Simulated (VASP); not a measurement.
Zr, 1 atom in the cell. The structure is cubic, space group Im-3m (No. 229). Conventional cell: a = 3.620 Å, b = 3.620 Å, c = 3.620 Å, α = 90.00°, β = 90.00°, γ = 90.00°. Within 4.1 Å of Zr (site symmetry m-3m) lie 14 Zr at 3.14 to 3.62 Å. This isn't the form of Zr at room conditions, which is hcp.

| Item | Value |
| --- | --- |
| Program | VASP 6.6.1 |
| Task | phonons |
| Functional | r2SCAN |
| Dispersion | D4 |
| Potentials or basis | VASP PAW PBE potentials, release 64 (Zr_sv) |
| Cutoff | 550 eV |
| k mesh | 8 × 8 × 8 |
| Occupations | fermi-dirac, width 0.1 eV |
| Spin | no spin polarisation |
| Dipole correction | no |
| Further INCAR settings | ALGO = Normal; EDIFF = 1e-08; IBRION = 6; POTIM = 0.015; NSW = 1 |

Potentials or basis: VASP PAW PBE potentials, release 64 (Zr_sv).

Command:

```console
$ cat potpaw_PBE.64/Zr_sv/POTCAR > POTCAR
$ mpirun -np 1 vasp_std > vasp.out
```

Hardware: 1 thread of Intel(R) Xeon(R) 6975P-C (Granite Rapids), with other jobs on the host.

How long does it take, and how much memory?

Run time: 43 s on 1 thread of Intel(R) Xeon(R) 6975P-C (Granite Rapids), with other jobs on the host, peak memory 0.15 GiB. Counts: scf iterations 63, k points 29.
